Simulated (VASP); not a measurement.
Input of a VASP 6.6.1 run:

File INCAR:

```
SYSTEM = Si
PREC     = Accurate       ! precision mode
ENCUT    = 520            ! plane-wave cutoff, eV
EDIFF    = 1E-7           ! SCF threshold, eV
ISMEAR   = 0              ! smearing method
SIGMA    = 0.05           ! smearing width, eV
LREAL    = .False.        ! projectors in reciprocal space
LASPH    = .True.         ! aspherical terms in the spheres
NELM     = 60             ! most SCF steps
ALGO     = Normal         ! electronic algorithm
ISIF     = 2              ! what is computed and relaxed
LWAVE    = .False.        ! write WAVECAR
LCHARG   = .False.        ! write CHGCAR
NBANDS   = 11             ! bands
```

Contents of KPOINTS:

```
regular mesh
0
Gamma
  12 12 12
  0 0 0
```

File POSCAR:

```
Si
1.0
    0.0000000000      2.8697210673      2.3921994817
    2.8697210673      0.0000000000      2.3921994817
    2.8697210673      2.8697210673      0.0000000000
Si
2
Direct
    0.5000000000      0.5000000000      0.5000000000
    0.7500000000      0.7500000000      0.7500000000
```

Potentials or basis: VASP PAW LDA potentials, release 64 (Si).

Command:

```bash
$ cat potpaw_LDA.64/Si/POTCAR > POTCAR
$ mpirun -np 1 vasp_std > vasp.out
```

Problem. Predict the pressure.

Solution. -1.4 GPa.

Problem. What does it give for the band gap on the k mesh?

Solution. Zero (band 4 reaches 6.69 eV, above the bottom of band 5 at 5.36 eV).

Stress tensor (GPa, compression positive):
```
-4.96  0.00  0.00
 0.00 -4.96  0.00
 0.00  0.00  5.74
```
